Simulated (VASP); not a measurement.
**Pt: single point with PBE**

Crystal: Pt.

```
CELL_PARAMETERS angstrom
0.19850 2.10406 2.10406
2.10406 0.19850 2.10406
2.10406 2.10406 0.19850
ATOMIC_POSITIONS crystal
Pt 0.00000 0.00000 0.00000
```

```yaml
Program: VASP 6.6.1
Task: single point
Functional: PBE
Potentials_or_basis: VASP PAW PBE potentials, release 64 (Pt)
Cutoff: 520 eV
k_mesh: 20 × 20 × 20
Occupations: gaussian, width 0.15 eV
Spin: no spin polarisation
Dipole_correction: no
Further_INCAR_settings: ALGO = Fast; EDIFF = 1e-07; NBANDS = 11
```

| Property | Result |
| --- | --- |
| Pressure | 0.2 GPa |
| Band gap on the k mesh | zero (bands 5 and 6 overlap by 2.26 eV) |

Stress tensor (GPa, compression positive):
```
 0.16 -7.12 -7.12
-7.12  0.16 -7.12
-7.12 -7.12  0.16
```

Levels at points of the mesh, in eV from the Fermi level:
```csv
k point,band 1,band 2,band 3,band 4,band 5,band 6,band 7,band 8,band 9,band 10
"(0.00, 0.00, 0.00)",-9.53,-4.35,-3.24,-3.24,-1.06,-1.06,13.95,17.37,21.26,21.26
"(0.50, 0.00, 0.00)",-6.69,-4.31,-2.49,-0.55,0.30,0.72,6.40,13.82,17.28,19.21
"(0.50, 0.50, 0.00)",-6.62,-5.90,-0.20,0.37,0.83,2.08,8.61,9.76,13.15,19.11
"(0.50, 0.50, 0.50)",-7.28,-3.44,-3.44,-1.12,-0.03,-0.03,3.60,15.42,20.98,20.98
```

Run time: 71 s on 1 thread of Intel(R) Xeon(R) 6975P-C (Granite Rapids) (shared host), peak memory 0.26 GiB.

Caveat: spin-orbit coupling is left out, which moves the levels of the heavy elements.
